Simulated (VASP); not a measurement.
A run of VASP 6.6.1 is set up as follows.

The input POSCAR:

```
BeS
1.0
    0.0000000000      2.0531181845      2.0531181845
    2.0531181845      0.0000000000      2.0531181845
    2.0531181845      2.0531181845      0.0000000000
Be S
1 1
Direct
    0.0000000000      0.0000000000      0.0000000000
    0.2500000000      0.2500000000      0.2500000000
```

Contents of INCAR.step1:

```
PREC = Accurate ; ENCUT = 520
ISMEAR = -1 ; SIGMA = 0.05
LREAL = F ; LASPH = T
NELM = 80 ; NBANDS = 11
GGA = PE ; ALGO = Normal
EDIFF = 1E-4 ; LWAVE = T
LCHARG = F
```

The input INCAR.step2:

```
PREC = Accurate ; ENCUT = 520
EDIFF = 1E-6 ; ISMEAR = -1
SIGMA = 0.05 ; LREAL = F
LASPH = T ; NELM = 80
ALGO = Normal ; ISIF = 2
LWAVE = F ; LCHARG = T
METAGGA = R2SCAN ; LMIXTAU = T
LELF = T ; LVHAR = T
NBANDS = 11 ; ISTART = 1
```

KPOINTS

```
regular mesh
0
Gamma
  15 15 15
```

Potentials or basis: VASP PAW PBE potentials, release 64 (Be, S).

Run with:

```sh
$ cat potpaw_PBE.64/Be/POTCAR potpaw_PBE.64/S/POTCAR > POTCAR
$ cp INCAR.step1 INCAR
$ mpirun -np 1 vasp_std > vasp.out
$ cp INCAR.step2 INCAR
$ mpirun -np 1 vasp_std > vasp.out
```

Problem. Predict the pressure.

Solution. 126.6 GPa.

Problem. What does it give for the band gap on the k mesh?

Solution. 1.86 eV, indirect (least direct gap 5.29 eV).

Caveat: the PAW data sets were made with another functional, which shifts forces and pressure a little. A k mesh can miss the band edges.
